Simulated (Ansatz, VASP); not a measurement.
**One calculation of HfO2, two programs**

```
Hf O
1.0
     2.54881   -2.54881    0.00000
     2.54881    0.00000   -2.54881
     5.96364    5.96364    5.96364
Hf O
3 6
Direct
  0.00000 0.00000 0.71233
  0.33333 0.33333 0.42741
  0.66667 0.66667 0.14248
  0.66667 0.66667 0.35617
  0.00000 0.00000 0.07125
  0.33333 0.33333 0.64110
  0.66667 0.66667 0.78356
  0.00000 0.00000 0.49864
  0.33333 0.33333 0.21371
```

Alike in both runs: task single point; functional PBE; k mesh 7 × 7 × 3; occupations gaussian, width 0.05 eV; no spin polarisation.

|  | VASP | Ansatz |
| --- | --- | --- |
| version | VASP 6.6.1 | Ansatz 0.2.0 |
| potentials or method | VASP PAW PBE potentials, release 64 (Hf_pv, O), cutoff 520 eV | scalar-relativistic, plane waves, PAW |
| valence electrons in the cell | 66 | 114 |

Ansatz gave:

```
gap on the k mesh at the Fermi level (eV)                     : 4.14
least direct gap on the mesh (eV)                             : 4.21
pressure (GPa)                                                : -7.8
traceless stress, the component that is largest in VASP (GPa) : 1.99
rms of the force components (eV/Å)                            : 0.292
```

Problem. Which values does VASP return?

Solution. gap on the k mesh at the Fermi level (eV): 4.12; least direct gap on the mesh (eV): 4.20; pressure (GPa): -10.6; traceless stress, the component that is largest in VASP (GPa): 2.25; rms of the force components (eV/Å): 0.302.

Atom by atom the forces differ by 0.046 eV/Å (rms over components). With one functional, cell and mesh, what is left measures potentials, basis and numerics. VASP's potentials hold 66 valence electrons a cell and Ansatz's 114, so a difference there can come from the potentials and not from the codes.

Spin-orbit coupling is off throughout.
